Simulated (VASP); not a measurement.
Wanted: the native input for a VASP 6.6.1 run.

* Task: single point
* Functional: LDA
* Potentials or basis: VASP PAW LDA potentials, release 64 (Ta_pv)
* Cutoff: 520 eV
* k mesh: 18 × 18 × 18
* Occupations: gaussian, width 0.1 eV
* Spin: no spin polarisation
* Dipole correction: no
* Further INCAR settings: ALGO = Normal; EDIFF = 1e-06; NBANDS = 12

The structure of Ta lies in POSCAR:

```
Ta
1.0
   -1.6264250582      1.6264250582      1.6264250582
    1.6264250582     -1.6264250582      1.6264250582
    1.6264250582      1.6264250582     -1.6264250582
Ta
1
Direct
    0.0000000000      0.0000000000      0.0000000000
```

The input as run:

INCAR

```
SYSTEM = Ta
  ALGO = Normal
  EDIFF = 1E-6
  ENCUT = 520
  ISIF = 2
  ISMEAR = 0
  LASPH = .True.
  LCHARG = .False.
  LREAL = .False.
  LWAVE = .False.
  NBANDS = 12
  NELM = 80
  PREC = Accurate
  SIGMA = 0.1
```

KPOINTS

```
k-points
0
Gamma
  18 18 18
  0 0 0
```

Potentials or basis: VASP PAW LDA potentials, release 64 (Ta_pv).

The run is started by

```console
$ cat potpaw_LDA.64/Ta_pv/POTCAR > POTCAR
$ mpirun -np 1 vasp_std > vasp.out
```

Results of the run:

- Pressure: 0.9 GPa
- Band gap on the k mesh: zero (an odd number of electrons rules out a gap without spin polarisation)

Caveat: spin-orbit coupling is left out, which moves the levels of the heavy elements.

It took 23 s on 1 thread of Intel(R) Xeon(R) Platinum 8259CL CPU @ 2.50GHz (Skylake/Cascade Lake) (shared host), peak memory 0.16 GiB.
